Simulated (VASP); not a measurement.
# BiH2 (P6/mmm) in VASP: further runs

Runs on BiH2. Level: PBE. Tasks: single point, relaxation of cell and atoms.

Program: VASP 6.6.1. These are calculated values, not measurements. Logs are shortened: lines on timing, memory, paths and dates and some standing lists are left out, and cuts for length are marked.

## Step 1: The cell of the first run

The structure is hexagonal, space group P6/mmm (No. 191). The conventional cell has a = 2.788 Å, b = 2.788 Å, c = 6.882 Å, α = 90.00°, β = 90.00°, γ = 120.00°. Within 1.8 Å of Bi (site symmetry 6/mmm) lie 2 H at 1.38 Å. Within 1.8 Å of H (site symmetry 6mm) lie 1 Bi at 1.38 Å.

## Step 2: Single point, PBE

INCAR

```
PREC = Accurate ; ENCUT = 520
EDIFF = 1E-7 ; ISMEAR = 0
SIGMA = 0.1 ; LREAL = False
LASPH = True ; NELM = 100
ALGO = Normal ; ISIF = 2
LWAVE = False ; LCHARG = False
GGA = PE ; NBANDS = 16
```

KPOINTS

```
Automatic mesh
0
Gamma
  6 6 4
```

POSCAR

```
BiH2
1.0
    2.7877479200      0.0000000000      0.0000000000
   -1.3938739600      2.4142605200      0.0000000000
    0.0000000000      0.0000000000      6.8823544900
Bi H
1 2
Direct
    0.0000000000      0.0000000000      0.5000000000
    0.0000000000      0.0000000000      0.3000020600
    0.0000000000      0.0000000000      0.6999979400
```

Potentials or basis: VASP PAW PBE potentials, release 64 (Bi_d, H).

Run with:

```console
> cat potpaw_PBE.64/Bi_d/POTCAR potpaw_PBE.64/H/POTCAR > POTCAR
> mpirun -np 1 vasp_std > vasp.out
```

OUTCAR:

```text
PREC = Accurate
   ENCUT = 520
   EDIFF = 1E-7
   ISMEAR = 0
   LREAL = False
   LASPH = True
   NELM = 100
   ISIF = 2
   GGA = PE

 ion  position               nearest neighbor table
   1  0.000  0.000  0.500-   2 1.38   3 1.38
   2  0.000  0.000  0.300-   1 1.38
   3  0.000  0.000  0.700-   1 1.38

  LATTYP: Found a hexagonal cell.
 ALAT       =     2.7877479200
 C/A-ratio  =     2.4687865214

  Lattice vectors:

 A1 = (   2.7877479200,   0.0000000000,   0.0000000000)
 A2 = (  -1.3938739600,   2.4142605200,   0.0000000000)
 A3 = (   0.0000000000,   0.0000000000,   6.8823544900)

Analysis of symmetry for initial positions (statically):
=====================================================================
 Subroutine PRICEL returns:
 Original cell was already a primitive cell.

 Routine SETGRP: Setting up the symmetry group for a
 hexagonal supercell.

 Subroutine GETGRP returns: Found 24 space group operations
 (whereof 24 operations were pure point group operations)
 out of a pool of 24 trial point group operations.

The static configuration has the point symmetry D_6h.

Analysis of symmetry for dynamics (positions and initial velocities):
=====================================================================
 Subroutine PRICEL returns:
 Original cell was already a primitive cell.

 Routine SETGRP: Setting up the symmetry group for a
 hexagonal supercell.

 Subroutine GETGRP returns: Found 24 space group operations
 (whereof 24 operations were pure point group operations)
 out of a pool of 24 trial point group operations.

The dynamic configuration has the point symmetry D_6h.

 Subroutine INISYM returns: Found 24 space group operations
 (whereof 24 operations are pure point group operations),
 and found     1 'primitive' translations

----------------------------------------------------------------------------------------

                                     Primitive cell

  volume of cell :      46.3207

  direct lattice vectors                    reciprocal lattice vectors
     2.787747920  0.000000000  0.000000000     0.358712491  0.207102753  0.000000000
    -1.393873960  2.414260520  0.000000000     0.000000000  0.414205506  0.000000000
     0.000000000  0.000000000  6.882354490     0.000000000  0.000000000  0.145299113

  length of vectors
     2.787747920  2.787747922  6.882354490     0.414205506  0.414205506  0.145299113

  position of ions in fractional coordinates (direct lattice)
     0.000000000  0.000000000  0.500000000
     0.000000000  0.000000000  0.300002060
     0.000000000  0.000000000  0.699997940

  ion indices of the primitive-cell ions
   primitive index   ion index
                 1           1
                 2           2
                 3           3

----------------------------------------------------------------------------------------

 KPOINTS: Automatic mesh

Automatic generation of k-mesh.
 Grid dimensions read from file:
 generate k-points for:    6    6    4

 Generating k-lattice:

  Cartesian coordinates                     Fractional coordinates (reciprocal lattice)
     0.059785415  0.034517125  0.000000000     0.166666667  0.000000000  0.000000000
     0.000000000  0.069034251  0.000000000     0.000000000  0.166666667  0.000000000
     0.000000000  0.000000000  0.036324778     0.000000000  0.000000000  0.250000000

  Length of vectors
     0.069034251  0.069034251  0.036324778

  Shift w.r.t. Gamma in fractional coordinates (k-lattice)
     0.000000000  0.000000000  0.000000000

 Subroutine IBZKPT returns following result:
 ===========================================

 Found     21 irreducible k-points:

 Following reciprocal coordinates:
            Coordinates               Weight
  0.000000  0.000000  0.000000      1.000000
  0.166667  0.000000  0.000000      6.000000
  0.333333 -0.000000  0.000000      6.000000
  0.500000  0.000000  0.000000      3.000000
  0.166667  0.166667  0.000000      6.000000
  0.333333  0.166667  0.000000     12.000000
[... 13 lines left out ...]
  0.333333  0.166667  0.500000     12.000000
  0.333333  0.333333  0.500000      2.000000
   k-points           NKPTS =     21   k-points in BZ     NKDIM =     21   number of bands    NBANDS=     16
   number of dos      NEDOS =    301   number of ions     NIONS =      3
   total plane-waves  NPLWV =  31104
   dimension x,y,z NGX =    24 NGY =   24 NGZ =   54
   dimension x,y,z NGXF=    48 NGYF=   48 NGZF=  108
   ions per type =               1   2
   NGX,Y,Z   is equivalent  to a cutoff of  14.31, 14.31, 13.04 a.u.
   NGXF,Y,Z  is equivalent  to a cutoff of  28.62, 28.62, 26.09 a.u.
 SYSTEM =  unknown system
   PREC   = accura    normal or accurate (medium, high low for compatibility)
   ISTART =      0    job   : 0-new  1-cont  2-samecut
   ICHARG =      2    charge: 1-file 2-atom 10-const
   ISPIN  =      1    spin polarized calculation?
   LNONCOLLINEAR =      F non collinear calculations
   LSORBIT =      F    spin-orbit coupling
   LASPH  =      T    aspherical Exc in radial PAW
   ENCUT  =  520.0 eV  38.22 Ry    6.18 a.u.   5.18  5.18 12.80*2*pi/ulx,y,z
   NELM   =    100;   NELMIN=  2; NELMDL= -5     # of ELM steps
   EDIFF  = 0.1E-06   stopping-criterion for ELM
   LREAL  =      F    real-space projection
   EDIFFG = 0.1E-05   stopping-criterion for IOM
   NSW    =      0    number of steps for IOM
   IBRION =     -1    ionic relax: 0-MD 1-quasi-New 2-CG
   NFREE  =      0    steps in history (QN), initial steepest desc. (CG)
   ISIF   =      2    stress and relaxation
   ISYM   =      2    0-nonsym 1-usesym 2-fastsym
   POTIM  = 0.5000    time-step for ionic-motion
   TEBEG  =    0.0;   TEEND  =   0.0 temperature during run
   PSTRESS=    0.0 pullay stress
   NELECT =      17.0000    total number of electrons
   NUPDOWN=      -1.0000    fix difference up-down
   EMIN   =  10.00;   EMAX   =-10.00  energy-range for DOS
   EFERMI =   0.00;   METHOD = LEGACY
   ISMEAR =     0;   SIGMA  =   0.10  broadening in eV -4-tet -1-fermi 0-gaus
   EFERMI_NEDOS =   21; number of points for ismear=-14 and -15
   IALGO  =     38    algorithm
   IMIX   =      4    mixing-type and parameters
     AMIX     =   0.40;   BMIX     =  1.00
     AMIX_MAG =   1.60;   BMIX_MAG =  1.00
  volume/ion in A,a.u.               =      15.44       104.20
  Fermi-wavevector in a.u.,A,eV,Ry     =   1.172104  2.214956 18.692070  1.373828
  Thomas-Fermi vector in A             =   2.308538
   LORBIT       =      0    0 simple, 1 ext, 2 COOP (PROOUT), +10 PAW based schemes
   GGA     = PE    functional components
   LHFCALC =     F    Hartree Fock is set to
   AEXX    =    0.0000 exact exchange contribution
   IVDW    =     0    specifies the selected vdW correction
   LEPSILON=     F    determine dielectric tensor
   LRPA    =     F    only Hartree local field effects (RPA)
 non-spin polarized calculation
 Gauss-broadening in eV      SIGMA  =   0.10
  energy-cutoff  :      520.00
  volume of cell :       46.32
 maximum number of plane-waves:      1262
 NGX is ok and might be reduce to    24
   NGX = 11   NGY = 11   NGZ = 25

 number of electron      17.0000000 magnetization

 Free energy of the ion-electron system (eV)
  ---------------------------------------------------
  ext. energy  EPLUGINS =         0.00000000
  ---------------------------------------------------
  free energy    TOTEN  =        -1.03789827 eV

  energy without entropy =       -1.03215429  energy(sigma->0) =       -1.03502628

 E-fermi :   6.5648     XC(G=0):  -8.1942

 val. band max:        6.3628708698   @ k =   0.3333  -0.0000   0.0000
 cond. band min:       6.6165002521   @ k =   0.1667   0.1667   0.2500
 fundamental gap:      0.2536293823
 Fermi energy:         6.5647687100

 k-point     1 :       0.0000    0.0000    0.0000
  band No.  band energies     occupation
      1     -20.9453      2.00000
      2     -19.5117      2.00000
      3     -19.5117      2.00000
      4     -19.0816      2.00000
      5     -19.0816      2.00000
      6     -13.4493      2.00000
[... 8 lines left out ...]
     15      17.7914      0.00000
     16      21.8307      0.00000

 k-point     2 :       0.1667    0.0000    0.0000
  band No.  band energies     occupation
      1     -20.8281      2.00000
      2     -19.5792      2.00000
      3     -19.2656      2.00000
      4     -19.2413      2.00000
      5     -19.1157      2.00000
      6     -12.6223      2.00000
[... 8 lines left out ...]
     15      18.3144      0.00000
     16      19.6717      0.00000

 k-point     3 :       0.3333   -0.0000    0.0000
  band No.  band energies     occupation
      1     -20.6576      2.00000
      2     -19.6912      2.00000
      3     -19.5417      2.00000
      4     -19.1832      2.00000
      5     -18.7449      2.00000
      6     -10.0864      2.00000
[... 8 lines left out ...]
     15      15.6155      0.00000
     16      15.7476      0.00000

 k-point     4 :       0.5000    0.0000    0.0000
  band No.  band energies     occupation
      1     -20.6115      2.00000
      2     -19.7243      2.00000
      3     -19.6835      2.00000
      4     -19.2167      2.00000
      5     -18.4684      2.00000
      6      -7.2137      2.00000
[... 8 lines left out ...]
     15      17.0385      0.00000
     16      17.2417      0.00000
[... 267 lines left out ...]
 k-point    19 :       0.1667    0.1667    0.5000
  band No.  band energies     occupation
      1     -20.6652      2.00000
      2     -19.6121      2.00000
      3     -19.4400      2.00000
      4     -19.1964      2.00000
      5     -18.9709      2.00000
      6     -10.9259      2.00000
[... 8 lines left out ...]
     15      18.2193      0.00000
     16      18.6702      0.00000

 k-point    20 :       0.3333    0.1667    0.5000
  band No.  band energies     occupation
      1     -20.5282      2.00000
      2     -19.6075      2.00000
      3     -19.5795      2.00000
      4     -19.2976      2.00000
      5     -18.7263      2.00000
      6      -7.8660      2.00000
[... 8 lines left out ...]
     15      17.1136      0.00000
     16      17.7779      0.00000

 k-point    21 :       0.3333    0.3333    0.5000
  band No.  band energies     occupation
      1     -20.4338      2.00000
      2     -19.4984      2.00000
      3     -19.4984      2.00000
      4     -19.1422      2.00000
      5     -19.1422      2.00000
      6      -6.3916      2.00000
[... 8 lines left out ...]
     15      15.2364      0.00000
     16      16.8523      0.00000

------------------------ aborting loop because EDIFF is reached ----------------------------------------

  FORCE on cell =-STRESS in cart. coord.  units (eV):
  Direction    XX          YY          ZZ          XY          YZ          ZX
  --------------------------------------------------------------------------------------
  -------------------------------------------------------------------------------------
  Total       16.5575625     16.5575626     32.3244676     -0.0000000     -0.0000000      0.0000000
  in kB      572.7067682    572.7067691   1118.0656179     -0.0000000     -0.0000000      0.0000000
  external PRESSURE =     754.4930517 kB  Pullay stress =       0.0000000 kB

 VOLUME and BASIS-vectors are now :
 -----------------------------------------------------------------------------
  energy-cutoff  :      520.00
  volume of cell :       46.32
      direct lattice vectors                 reciprocal lattice vectors
     2.787747920  0.000000000  0.000000000     0.358712491  0.207102753  0.000000000
    -1.393873960  2.414260520  0.000000000     0.000000000  0.414205506  0.000000000
     0.000000000  0.000000000  6.882354490     0.000000000  0.000000000  0.145299113

 POSITION                                       TOTAL-FORCE (eV/Angst)
 -----------------------------------------------------------------------------------
      0.00000      0.00000      3.44118        -0.000000      0.000000      0.000000
      0.00000      0.00000      2.06472        -0.000000     -0.000000    -11.886426
      0.00000      0.00000      4.81763         0.000000      0.000000     11.886426
 -----------------------------------------------------------------------------------
    total drift:                                0.000000     -0.000000      0.000000

  FREE ENERGIE OF THE ION-ELECTRON SYSTEM (eV)
  ---------------------------------------------------
  free  energy   TOTEN  =        -1.0378982684 eV

  energy  without entropy=       -1.0321542928  energy(sigma->0) =       -1.03502628
```

It took 17 s on 1 thread of AMD EPYC 7R43 (Zen 3), shared host; peak memory 0.15 GiB.

What came out:

```yaml
Free_energy: -1.0379 eV
Pressure: 75.4 GPa
Largest_force: 11.886 eV/Å
```

Forces in eV/Å, atoms in the order of the input:
```
Bi    0.000   0.000   0.000
H     0.000   0.000 -11.886
H     0.000   0.000  11.886
```

Caveat: the k points lie up to 0.43 Å⁻¹ apart; spin-orbit coupling is left out, which moves the levels of the heavy elements; forces of over 1 eV/Å act on the atoms, so gaps and moduli don't describe the material at rest.

## Step 3: Single point, PBE

This run uses another cell than the first one, of 25.49 Å³/atom, 1.651 times its volume.

INCAR

```
SYSTEM = BiH2
PREC = Accurate
ENCUT = 520
EDIFF = 1E-6
ISMEAR = 0
SIGMA = 0.1
LREAL = .FALSE.
LASPH = .TRUE.
NELM = 100
ALGO = Normal
ISIF = 2
LWAVE = .FALSE.
LCHARG = .FALSE.
GGA = PE
NBANDS = 16
```

KPOINTS

```
regular mesh
0
G
  6 6 4
  0 0 0
```

POSCAR

```
BiH2
1.0
    3.3485577194      0.0000000000      0.0000000000
   -1.6742788597      2.8999360511      0.0000000000
    0.0000000000      0.0000000000      7.8762755027
Bi H
1 2
Direct
    0.0000000000      0.0000000000      0.5000000000
    0.0000000000      0.0000000000      0.0476972570
    0.0000000000      0.0000000000      0.9523027430
```

Potentials or basis: VASP PAW PBE potentials, release 64 (Bi_d, H).

Run with:

```console
> cat potpaw_PBE.64/Bi_d/POTCAR potpaw_PBE.64/H/POTCAR > POTCAR
> mpirun -np 1 vasp_std > vasp.out
```

Wall time 22 s (1 thread of AMD EPYC 7R43 (Zen 3), shared host); peak memory 0.18 GiB.

The run converged. Its results:

| Property | Result |
| --- | --- |
| Free energy | -9.9938 eV |
| Pressure | -0.1 GPa |
| Largest force | 0.022 eV/Å |

Forces on the atoms (eV/Å):
```
Bi   0.000  0.000  0.000
H    0.000  0.000  0.022
H    0.000  0.000 -0.022
```

Stress tensor (GPa, compression positive):
```
-0.13  0.00  0.00
 0.00 -0.13  0.00
 0.00  0.00  0.00
```

Levels at points of the mesh, in eV from the Fermi level:
```csv
k point,band 5,band 6,band 7,band 8,band 9,band 10,band 11,band 12
"(0.00, 0.00, 0.00)",-23.08,-12.85,-6.55,-2.92,4.33,4.60,5.64,5.64
"(0.50, 0.00, 0.00)",-23.04,-9.99,-5.77,-4.57,0.09,2.42,4.57,5.20
"(0.00, 0.00, 0.50)",-23.08,-12.85,-6.60,-2.68,2.49,5.64,5.64,7.30
"(0.50, 0.00, 0.50)",-23.04,-9.99,-5.80,-4.57,0.27,2.42,3.98,5.65
```

Caveat: the k points lie up to 0.36 Å⁻¹ apart; spin-orbit coupling is left out, which moves the levels of the heavy elements.

## Step 4: Relaxation of cell and atoms, PBE

INCAR

```
PREC     = Accurate       # precision mode
ENCUT    = 600            # plane-wave cutoff, eV
EDIFF    = 1E-7           # SCF threshold, eV
ISMEAR   = 0              # smearing method
SIGMA    = 0.1            # smearing width, eV
LREAL    = False          # projectors in reciprocal space
LASPH    = True           # aspherical terms in the spheres
NELM     = 100            # most SCF steps
ALGO     = Normal         # electronic algorithm
ISIF     = 3              # what is computed and relaxed
LWAVE    = False          # write WAVECAR
LCHARG   = False          # write CHGCAR
GGA      = PE             # functional
IBRION   = 2              # ionic algorithm
NSW      = 90             # ionic steps
EDIFFG   = -0.04          # ionic threshold
```

KPOINTS

```
Automatic mesh
0
Gamma
  6 6 4
```

POSCAR

```
BiH2
1.0
    2.7877479200      0.0000000000      0.0000000000
   -1.3938739600      2.4142605200      0.0000000000
    0.0000000000      0.0000000000      6.8823544900
Bi H
1 2
Direct
    0.0000000000      0.0000000000      0.5000000000
    0.0000000000      0.0000000000      0.3000020600
    0.0000000000      0.0000000000      0.6999979400
```

Run with:

```console
> cat potpaw_PBE.64/Bi_d/POTCAR potpaw_PBE.64/H/POTCAR > POTCAR
> mpirun -np 1 vasp_std > vasp.out
```

Run time: 2.2 min. Hardware: 1 thread of AMD EPYC 7R43 (Zen 3), shared host; peak memory 0.15 GiB.

It converged, with:

```
Free energy                            : -7.7489 eV
Relaxed volume                         : 26.00 Å³/atom
Relaxed cell                           : a = 3.365 Å, b = 3.365 Å, c = 7.958 Å, α = 90.00°, β = 90.00°, γ = 120.00°
Space group after relaxing (to 0.05 Å) : P6/mmm (No. 191)
Energy gained by relaxing              : 2236.2 meV/atom
Ionic steps                            : 10
Pressure after relaxing                : 0.1 GPa
Largest force after relaxing           : 0.033 eV/Å
```

Forces on the atoms (eV/Å):
```
Bi   0.000  0.000  0.000
H    0.000  0.000 -0.033
H    0.000  0.000  0.033
```

Stress tensor (GPa, compression positive):
```
 0.12  0.00  0.00
 0.00  0.12  0.00
 0.00  0.00 -0.09
```

The path:
| step | energy change (eV) | largest force (eV/Å) | pressure (GPa) | volume (Å³) |
| --- | --- | --- | --- | --- |
| 1 | 0.0000 | 11.8839 | 75.55 | 46.32 |
| 2 | -4.4204 | 1.2414 | -4.82 | 113.00 |
| 3 | -6.2676 | 0.8803 | 2.34 | 72.70 |
| 4 | -6.2792 | 0.8316 | 2.72 | 71.83 |
| 5 | -6.2962 | 0.6212 | 4.28 | 68.67 |
| 6 | -6.6724 | 0.1489 | 1.08 | 75.03 |
| 7 | -6.7071 | 0.1046 | -0.03 | 78.49 |
| 8 | -6.7082 | 0.0691 | 0.10 | 78.00 |
| 9 | -6.7082 | 0.0557 | 0.15 | 77.82 |
| 10 | -6.7085 | 0.0334 | 0.05 | 78.01 |

Final structure:
```
Bi H
1.0
     3.36451    0.00000    0.00000
    -1.68225    2.91375    0.00000
     0.00000    0.00000    7.95770
Bi H
1 2
Direct
  0.00000 0.00000 0.50000
  0.00000 0.00000 0.25312
  0.00000 0.00000 0.74688
```

Levels at points of the mesh, in eV from the Fermi level:
```tsv
k point	band 6	band 7	band 8	band 9	band 10	band 11
(0.00, 0.00, 0.00)	-12.99	-5.45	-1.49	3.98	5.51	5.51
(0.50, 0.00, 0.00)	-10.37	-4.40	-3.86	0.16	2.42	4.45
(0.00, 0.00, 0.50)	-12.98	-5.50	-1.21	2.91	5.51	5.51
(0.50, 0.00, 0.50)	-10.37	-4.40	-3.89	0.31	2.42	4.25
```

Caveat: the k points lie up to 0.36 Å⁻¹ apart in the final cell; the volume moved by over 15 % at a fixed basis, so the end points are rough; spin-orbit coupling is left out, which moves the levels of the heavy elements.

## Step 5: Summary

```csv
task,cell,cutoff (eV),gap on the mesh (eV),pressure (GPa),largest force (eV/Å)
single point,"a = 2.788, b = 2.788, c = 6.882 Å, angles 90.0, 90.0, 120.0°, 3 atoms",520,none,75.4,11.89
single point,"a = 3.349, b = 3.349, c = 7.876 Å, angles 90.0, 90.0, 120.0°, 3 atoms",520,none,-0.1,0.02
relaxation of cell and atoms,"relaxed from a = 2.788, b = 2.788, c = 6.882 Å, angles 90.0, 90.0, 120.0°, 3 atoms",600,none,0.1,0.03
```

Alike in all rows: level PBE; potentials or basis VASP PAW PBE potentials, release 64 (Bi_d, H); no spin polarisation; k mesh 6 × 6 × 4; smearing gaussian 0.1 eV.

Caveats: all runs use coarse meshes; spin-orbit coupling is left out, which moves the levels of the heavy elements; forces of over 1 eV/Å act on the atoms, so gaps and moduli don't describe the material at rest (some runs); the volume moved by over 15 % at a fixed basis, so the end points are rough (some runs).

Total energies depend on the potentials used, so only differences within one code and one set of settings carry meaning.
